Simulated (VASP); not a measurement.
# Ti3Ag (P4/mmm) in VASP: notebook

Runs on Ti3Ag. Level: LDA. Tasks: single point.

Program: VASP 6.6.1. These are calculated values, not measurements. Logs are shortened: lines on timing, memory, paths and dates and some standing lists are left out, and cuts for length are marked.

**1. The cell of the first run**

It takes space group P4/mmm (No. 123, tetragonal). Conventional cell: a = 4.103 Å, b = 4.103 Å, c = 3.950 Å, α = 90.00°, β = 90.00°, γ = 90.00°. Within 4.2 Å of Ti (site symmetry mmm) lie 14 Ti at 2.85 to 4.10 Å and 4 Ag at 2.85 Å. Within 4.2 Å of Ti (site symmetry 4/mmm) lie 14 Ti at 2.85 to 4.10 Å and 4 Ag at 2.90 Å. Within 4.2 Å of Ag (site symmetry 4/mmm) lie 12 Ti at 2.85 to 2.90 Å and 6 Ag at 3.95 to 4.10 Å.

**2. Single point, LDA (equal xx and yy strain of -2 %)**

The input, INCAR:

```
PREC     = Accurate       # precision mode
ENCUT    = 520            # plane-wave cutoff, eV
EDIFF    = 1E-6           # SCF threshold, eV
ISMEAR   = -1             # smearing method
SIGMA    = 0.08           # smearing width, eV
LREAL    = F              # projectors in reciprocal space
LASPH    = T              # aspherical terms in the spheres
NELM     = 60             # most SCF steps
ALGO     = Normal         # electronic algorithm
ISIF     = 2              # what is computed and relaxed
LWAVE    = F              # write WAVECAR
LCHARG   = T              # write CHGCAR
LELF     = T              # ELF
LVHAR    = T            
NBANDS   = 32             # bands
```

The input, KPOINTS:

```
Automatic mesh
0
Gamma
  9 9 9
```

The input, POSCAR:

```
Ti3Ag
1.0
    4.1032600000      0.0000000000      0.0000000000
    0.0000000000      4.1032600000      0.0000000000
    0.0000000000      0.0000000000      3.9500000000
Ti Ag
3 1
Direct
    0.0000000000      0.5000000000      0.5000000000
    0.5000000000      0.0000000000      0.5000000000
    0.5000000000      0.5000000000      0.0000000000
    0.0000000000      0.0000000000      0.0000000000
```

Potentials or basis: VASP PAW LDA potentials, release 64 (Ti_sv, Ag).

The run is started by

```console
cat potpaw_LDA.64/Ti_sv/POTCAR potpaw_LDA.64/Ag/POTCAR > POTCAR
mpirun -np 1 vasp_std > vasp.out
```

OUTCAR:

```text
PREC = Accurate
   ENCUT = 520
   EDIFF = 1E-6
   ISMEAR = -1
   LREAL = F
   LASPH = T
   NELM = 60
   ISIF = 2

 ion  position               nearest neighbor table
   1  0.000  0.500  0.500-   3 2.85   4 2.85   3 2.85   4 2.85   4 2.85   4 2.85   3 2.85   3 2.85
                             2 2.90   2 2.90   2 2.90   2 2.90
   2  0.500  0.000  0.500-   3 2.85   4 2.85   3 2.85   4 2.85   3 2.85   3 2.85   4 2.85   4 2.85
                             1 2.90   1 2.90   1 2.90   1 2.90
   3  0.500  0.500  0.000-   1 2.85   2 2.85   1 2.85   2 2.85   2 2.85   2 2.85   1 2.85   1 2.85
                             4 2.90   4 2.90   4 2.90   4 2.90
   4  0.000  0.000  0.000-   1 2.85   2 2.85   1 2.85   2 2.85   1 2.85   1 2.85   2 2.85   2 2.85
                             3 2.90   3 2.90   3 2.90   3 2.90

  LATTYP: Found a simple tetragonal cell.
 ALAT       =     4.1032600000
 C/A-ratio  =     0.9626492106

  Lattice vectors:

 A1 = (   4.1032600000,   0.0000000000,   0.0000000000)
 A2 = (   0.0000000000,   4.1032600000,   0.0000000000)
 A3 = (   0.0000000000,   0.0000000000,   3.9500000000)

Analysis of symmetry for initial positions (statically):
=====================================================================
 Subroutine PRICEL returns:
 Original cell was already a primitive cell.

 Routine SETGRP: Setting up the symmetry group for a
 simple tetragonal supercell.

 Subroutine GETGRP returns: Found 16 space group operations
 (whereof 16 operations were pure point group operations)
 out of a pool of 16 trial point group operations.

The static configuration has the point symmetry D_4h.

Analysis of symmetry for dynamics (positions and initial velocities):
=====================================================================
 Subroutine PRICEL returns:
 Original cell was already a primitive cell.

 Routine SETGRP: Setting up the symmetry group for a
 simple tetragonal supercell.

 Subroutine GETGRP returns: Found 16 space group operations
 (whereof 16 operations were pure point group operations)
 out of a pool of 16 trial point group operations.

The dynamic configuration has the point symmetry D_4h.

 Subroutine INISYM returns: Found 16 space group operations
 (whereof 16 operations are pure point group operations),
 and found     1 'primitive' translations

----------------------------------------------------------------------------------------

                                     Primitive cell

  volume of cell :      66.5051

  direct lattice vectors                    reciprocal lattice vectors
     4.103260000  0.000000000  0.000000000     0.243708661  0.000000000  0.000000000
     0.000000000  4.103260000  0.000000000     0.000000000  0.243708661  0.000000000
     0.000000000  0.000000000  3.950000000     0.000000000  0.000000000  0.253164557

  length of vectors
     4.103260000  4.103260000  3.950000000     0.243708661  0.243708661  0.253164557

  position of ions in fractional coordinates (direct lattice)
     0.000000000  0.500000000  0.500000000
     0.500000000  0.000000000  0.500000000
     0.500000000  0.500000000  0.000000000
     0.000000000  0.000000000  0.000000000

  ion indices of the primitive-cell ions
   primitive index   ion index
                 1           1
                 2           2
                 3           3
                 4           4

----------------------------------------------------------------------------------------

 KPOINTS: Automatic mesh

Automatic generation of k-mesh.
 Grid dimensions read from file:
 generate k-points for:    9    9    9

 Generating k-lattice:

  Cartesian coordinates                     Fractional coordinates (reciprocal lattice)
     0.027078740  0.000000000  0.000000000     0.111111111  0.000000000  0.000000000
     0.000000000  0.027078740  0.000000000     0.000000000  0.111111111  0.000000000
     0.000000000  0.000000000  0.028129395     0.000000000  0.000000000  0.111111111

  Length of vectors
     0.027078740  0.027078740  0.028129395

  Shift w.r.t. Gamma in fractional coordinates (k-lattice)
     0.000000000  0.000000000  0.000000000

 Subroutine IBZKPT returns following result:
 ===========================================

 Found     75 irreducible k-points:

 Following reciprocal coordinates:
            Coordinates               Weight
  0.000000  0.000000  0.000000      1.000000
  0.111111  0.000000  0.000000      4.000000
  0.222222  0.000000  0.000000      4.000000
  0.333333  0.000000  0.000000      4.000000
  0.444444  0.000000  0.000000      4.000000
  0.111111  0.111111  0.000000      4.000000
[... 16 lines left out ...]
  0.333333  0.111111  0.111111     16.000000
  0.444444  0.111111  0.111111     16.000000
 [... further k-points ...]
   k-points           NKPTS =     75   k-points in BZ     NKDIM =     75   number of bands    NBANDS=     32
   number of dos      NEDOS =    301   number of ions     NIONS =      4
   total plane-waves  NPLWV =  30720
   dimension x,y,z NGX =    32 NGY =   32 NGZ =   30
   dimension x,y,z NGXF=    64 NGYF=   64 NGZF=   60
   ions per type =               3   1
   NGX,Y,Z   is equivalent  to a cutoff of  12.96, 12.96, 12.63 a.u.
   NGXF,Y,Z  is equivalent  to a cutoff of  25.93, 25.93, 25.25 a.u.
 SYSTEM =  unknown system
   PREC   = accura    normal or accurate (medium, high low for compatibility)
   ISTART =      0    job   : 0-new  1-cont  2-samecut
   ICHARG =      2    charge: 1-file 2-atom 10-const
   ISPIN  =      1    spin polarized calculation?
   LNONCOLLINEAR =      F non collinear calculations
   LSORBIT =      F    spin-orbit coupling
   LASPH  =      T    aspherical Exc in radial PAW
   ENCUT  =  520.0 eV  38.22 Ry    6.18 a.u.   7.63  7.63  7.34*2*pi/ulx,y,z
   NELM   =     60;   NELMIN=  2; NELMDL= -5     # of ELM steps
   EDIFF  = 0.1E-05   stopping-criterion for ELM
   LREAL  =      F    real-space projection
   EDIFFG = 0.1E-04   stopping-criterion for IOM
   NSW    =      0    number of steps for IOM
   IBRION =     -1    ionic relax: 0-MD 1-quasi-New 2-CG
   NFREE  =      0    steps in history (QN), initial steepest desc. (CG)
   ISIF   =      2    stress and relaxation
   ISYM   =      2    0-nonsym 1-usesym 2-fastsym
   POTIM  = 0.5000    time-step for ionic-motion
   TEBEG  =    0.0;   TEEND  =   0.0 temperature during run
   PSTRESS=    0.0 pullay stress
   NELECT =      47.0000    total number of electrons
   NUPDOWN=      -1.0000    fix difference up-down
   EMIN   =  10.00;   EMAX   =-10.00  energy-range for DOS
   EFERMI =   0.00;   METHOD = LEGACY
   ISMEAR =    -1;   SIGMA  =   0.08  broadening in eV -4-tet -1-fermi 0-gaus
   EFERMI_NEDOS =   21; number of points for ismear=-14 and -15
   IALGO  =     38    algorithm
   IMIX   =      4    mixing-type and parameters
     AMIX     =   0.40;   BMIX     =  1.00
     AMIX_MAG =   1.60;   BMIX_MAG =  1.00
  volume/ion in A,a.u.               =      16.63       112.20
  Fermi-wavevector in a.u.,A,eV,Ry     =   1.458218  2.755632 28.931417  2.126399
  Thomas-Fermi vector in A             =   2.574928
   LORBIT       =      0    0 simple, 1 ext, 2 COOP (PROOUT), +10 PAW based schemes
   GGA     = CA    functional components
   LHFCALC =     F    Hartree Fock is set to
   AEXX    =    0.0000 exact exchange contribution
   IVDW    =     0    specifies the selected vdW correction
   LEPSILON=     F    determine dielectric tensor
   LRPA    =     F    only Hartree local field effects (RPA)
 non-spin polarized calculation
  energy-cutoff  :      520.00
  volume of cell :       66.51
 maximum number of plane-waves:      1813
 NGX is ok and might be reduce to    32
   NGX = 15   NGY = 15   NGZ = 15

 number of electron      47.0000000 magnetization

 Free energy of the ion-electron system (eV)
  ---------------------------------------------------
  ext. energy  EPLUGINS =         0.00000000
  ---------------------------------------------------
  free energy    TOTEN  =       -29.23860382 eV

  energy without entropy =      -29.08881655  energy(sigma->0) =      -29.16371018

 E-fermi :   8.5393     XC(G=0): -12.1862

 val. band max:        8.5371155567   @ k =   0.3333   0.3333   0.3333
 cond. band min:       8.5429569873   @ k =   0.3333   0.2222   0.0000
 fundamental gap:      0.0058414306
 Fermi energy:         8.5392638565

 k-point     1 :       0.0000    0.0000    0.0000
  band No.  band energies     occupation
      1     -47.4595      2.00000
      2     -47.3332      2.00000
      3     -47.2683      2.00000
      4     -24.2827      2.00000
      5     -24.2827      2.00000
      6     -24.2664      2.00000
[... 24 lines left out ...]
     31      11.6109      0.00000
     32      11.7122      0.00000

 k-point     2 :       0.1111    0.0000    0.0000
  band No.  band energies     occupation
      1     -47.4556      2.00000
      2     -47.3358      2.00000
      3     -47.2695      2.00000
      4     -24.2742      2.00000
      5     -24.2693      2.00000
      6     -24.2578      2.00000
[... 24 lines left out ...]
     31      11.6733      0.00000
     32      11.6814      0.00000

 k-point     3 :       0.2222    0.0000    0.0000
  band No.  band energies     occupation
      1     -47.4443      2.00000
      2     -47.3441      2.00000
      3     -47.2724      2.00000
      4     -24.2503      2.00000
      5     -24.2341      2.00000
      6     -24.2304      2.00000
[... 24 lines left out ...]
     31      11.3964      0.00000
     32      11.5313      0.00000

 k-point     4 :       0.3333    0.0000    0.0000
  band No.  band energies     occupation
      1     -47.4275      2.00000
      2     -47.3578      2.00000
      3     -47.2752      2.00000
      4     -24.2168      2.00000
      5     -24.2017      2.00000
      6     -24.1718      2.00000
[... 24 lines left out ...]
     31      10.9622      0.00000
     32      11.1267      0.00000

 k-point     5 :       0.4444    0.0000    0.0000
  band No.  band energies     occupation
      1     -47.4102      2.00000
      2     -47.3735      2.00000
      3     -47.2768      2.00000
      4     -24.1874      2.00000
      5     -24.1748      2.00000
      6     -24.1109      2.00000
[... 584 lines left out ...]
     31      11.5068      0.00000
     32      11.7318      0.00000

 k-point    22 :       0.2222    0.1111    0.1111
  band No.  band energies     occupation
      1     -47.4375      2.00000
      2     -47.3457      2.00000
      3     -47.2773      2.00000
      4     -24.2771      2.00000
      5     -24.2076      2.00000
      6     -24.1863      2.00000
[... 24 lines left out ...]
     31      11.3906      0.00000
     32      11.5561      0.00000

 k-point    23 :       0.3333    0.1111    0.1111
  band No.  band energies     occupation
      1     -47.4217      2.00000
      2     -47.3583      2.00000
      3     -47.2802      2.00000
      4     -24.2498      2.00000
      5     -24.1755      2.00000
      6     -24.1469      2.00000
[... 24 lines left out ...]
     31      11.1195      0.00000
     32      11.3633      0.00000

 k-point    24 :       0.4444    0.1111    0.1111
  band No.  band energies     occupation
      1     -47.4049      2.00000
      2     -47.3732      2.00000
      3     -47.2819      2.00000
      4     -24.2129      2.00000
      5     -24.1464      2.00000
      6     -24.1393      2.00000
[... 24 lines left out ...]
     31      10.8513      0.00000
     32      11.0251      0.00000

 [... further k-points ...]
[... 5 lines left out ...]
  --------------------------------------------------------------------------------------
  -------------------------------------------------------------------------------------
  Total       -2.5661653     -2.5661653     -1.9346351     -0.0000000     -0.0000000      0.0000000
  in kB      -61.8215727    -61.8215727    -46.6073573     -0.0000000     -0.0000000      0.0000000
  external PRESSURE =     -56.7501675 kB  Pullay stress =       0.0000000 kB

 VOLUME and BASIS-vectors are now :
 -----------------------------------------------------------------------------
  energy-cutoff  :      520.00
  volume of cell :       66.51
      direct lattice vectors                 reciprocal lattice vectors
     4.103260000  0.000000000  0.000000000     0.243708661  0.000000000  0.000000000
     0.000000000  4.103260000  0.000000000     0.000000000  0.243708661  0.000000000
     0.000000000  0.000000000  3.950000000     0.000000000  0.000000000  0.253164557

 POSITION                                       TOTAL-FORCE (eV/Angst)
 -----------------------------------------------------------------------------------
      0.00000      2.05163      1.97500         0.000000      0.000000      0.000000
      2.05163      0.00000      1.97500         0.000000      0.000000      0.000000
      2.05163      2.05163      0.00000         0.000000      0.000000      0.000000
      0.00000      0.00000      0.00000         0.000000      0.000000      0.000000
 -----------------------------------------------------------------------------------
    total drift:                                0.000000     -0.000000     -0.000000

  FREE ENERGIE OF THE ION-ELECTRON SYSTEM (eV)
  ---------------------------------------------------
  free  energy   TOTEN  =       -29.2386038179 eV

  energy  without entropy=      -29.0888165504  energy(sigma->0) =      -29.16371018
```

It took 2.6 min on 1 thread of Intel Xeon Platinum 8488C (Sapphire Rapids), shared host; peak memory 0.25 GiB.

What came out:

| Item | Value |
| --- | --- |
| Free energy | -29.2386 eV |
| Pressure | -5.7 GPa |
| Band gap on the k mesh | zero (an odd number of electrons rules out a gap without spin polarisation) |

Caveat: the cell differs from its parent crystal (equal xx and yy strain of -2 %); the cell stands under tension.

**3. Single point, LDA (equal xx and yy strain of -1 %)**

The input, INCAR:

```
  PREC = Accurate
  ENCUT = 520
  EDIFF = 1E-7
  ISMEAR = -1
  SIGMA = 0.08
  LREAL = F
  LASPH = T
  NELM = 80
  ALGO = Normal
  ISIF = 2
  LWAVE = F
  LCHARG = F
  GGA = CA
  NBANDS = 32
```

KPOINTS is that of step 2.

Edit POSCAR of step 2 so:

```diff
@@ -2,4 +2,4 @@
 1.0
-    4.1032600000      0.0000000000      0.0000000000
-    0.0000000000      4.1032600000      0.0000000000
+    4.1451300000      0.0000000000      0.0000000000
+    0.0000000000      4.1451300000      0.0000000000
     0.0000000000      0.0000000000      3.9500000000
```

Potentials or basis: VASP PAW LDA potentials, release 64 (Ti_sv, Ag).

The run is started by

```console
cat potpaw_LDA.64/Ti_sv/POTCAR potpaw_LDA.64/Ag/POTCAR > POTCAR
mpirun -np 1 vasp_std > vasp.out
```

It took 2 min on 1 thread of Intel Xeon Platinum 8488C (Sapphire Rapids), shared host; peak memory 0.25 GiB.

The run converged. Its results:

```
Free energy            : -29.1767 eV
Pressure               : -7.8 GPa
Band gap on the k mesh : zero (an odd number of electrons rules out a gap without spin polarisation)
```

Stress tensor (GPa, compression positive):
```
-8.46  0.00  0.00
 0.00 -8.46  0.00
 0.00  0.00 -6.61
```

Levels at points of the mesh, in eV from the Fermi level:
```csv
k point,band 22,band 23,band 24,band 25,band 26,band 27
"(0.00, 0.00, 0.00)",-0.51,-0.21,0.03,2.24,2.24,2.28
```

Caveat: the cell differs from its parent crystal (equal xx and yy strain of -1 %); the cell stands under tension.
